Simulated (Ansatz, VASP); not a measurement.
Two plane-wave programs on Sn3Te

The input POSCAR:

```
Sn3Te
1.0
   -2.3009040000      2.3009040000      5.5164940000
    2.3009040000     -2.3009040000      5.5164940000
    2.3009040000      2.3009040000     -5.5164940000
Te Sn
1 3
Direct
    0.0000000000      0.0000000000      0.0000000000
    0.5000000000      0.5000000000      0.0000000000
    0.2500000000      0.7500000000      0.5000000000
    0.7500000000      0.2500000000      0.5000000000
```

Contents of INCAR.step1:

```
SYSTEM = Sn3Te
PREC = Accurate ; ENCUT = 520
ISMEAR = -1 ; SIGMA = 0.05
LREAL = .FALSE. ; LASPH = .TRUE.
NELM = 60 ; NBANDS = 32
GGA = PE ; ALGO = Normal
EDIFF = 1E-4 ; LWAVE = .TRUE.
LCHARG = .FALSE.
```

Contents of INCAR.step2:

```
SYSTEM = Sn3Te
PREC = Accurate ; ENCUT = 520
EDIFF = 1E-7 ; ISMEAR = -1
SIGMA = 0.05 ; LREAL = .FALSE.
LASPH = .TRUE. ; NELM = 60
ALGO = Normal ; ISIF = 2
LWAVE = .FALSE. ; LCHARG = .FALSE.
METAGGA = R2SCAN ; LMIXTAU = .TRUE.
NBANDS = 32 ; ISTART = 1
```

File KPOINTS:

```
Automatic mesh
0
G
  5 5 5
  0 0 0
```

input.yaml

```yaml
crystal:
  lattice:
    - [-2.300904, 2.300904, 5.516494]
    - [2.300904, -2.300904, 5.516494]
    - [2.300904, 2.300904, -5.516494]
  atoms:
    - { symbol: Te, position: [0.0, 0.0, 0.0] }
    - { symbol: Sn, position: [0.5, 0.5, 0.0] }
    - { symbol: Sn, position: [0.25, 0.75, 0.5] }
    - { symbol: Sn, position: [0.75, 0.25, 0.5] }
hamiltonian:
  xc: r2scan
  pseudopotentials: { kind: paw }
kpoints:
  mp_grid: { grid: [5, 5, 5] }
scf:
  occupations: { method: fermi_dirac, width: 0.05 }
  n_extra_bands: 10
output:
  forces: true
  stress: true
  eigenvalues: true
  dos: { projected: true, de: 0.05, nscf_kmesh: { grid: [8, 8, 8] } }
```

Alike in both runs: functional r2SCAN; k mesh 5 × 5 × 5; occupations fermi-dirac, width 0.05 eV; no spin polarisation.

|  | VASP | Ansatz |
| --- | --- | --- |
| version | VASP 6.6.1 | Ansatz 0.2.0 |
| potentials or method | VASP PAW PBE potentials, release 64 (Te, Sn_d) | Ansatz PAW |
| plane-wave cutoff (eV) | 520 | 500 |
| valence electrons in the cell | 48 | 58 |
| task | single point | projected density of states |

VASP gave:

| Quantity | Value |
| --- | --- |
| gap on the k mesh at the Fermi level (eV) | none |
| pressure (GPa) | -1.3 |
| traceless stress, the component that is largest in VASP (GPa) | 0.76 |

Task: Estimate Ansatz's values.

Result: gap on the k mesh at the Fermi level (eV): none; pressure (GPa): -1.2; traceless stress, the component that is largest in VASP (GPa): 0.77.

VASP's potentials were made for PBE, not for r2SCAN. A gap of «none» marks a metal or a gap that the smearing closes. VASP's potentials hold 48 valence electrons a cell and Ansatz's 58, so a difference there can come from the potentials and not from the codes.

The k mesh is coarse, so the values compare programs but aren't converged. Spin-orbit coupling is off throughout.
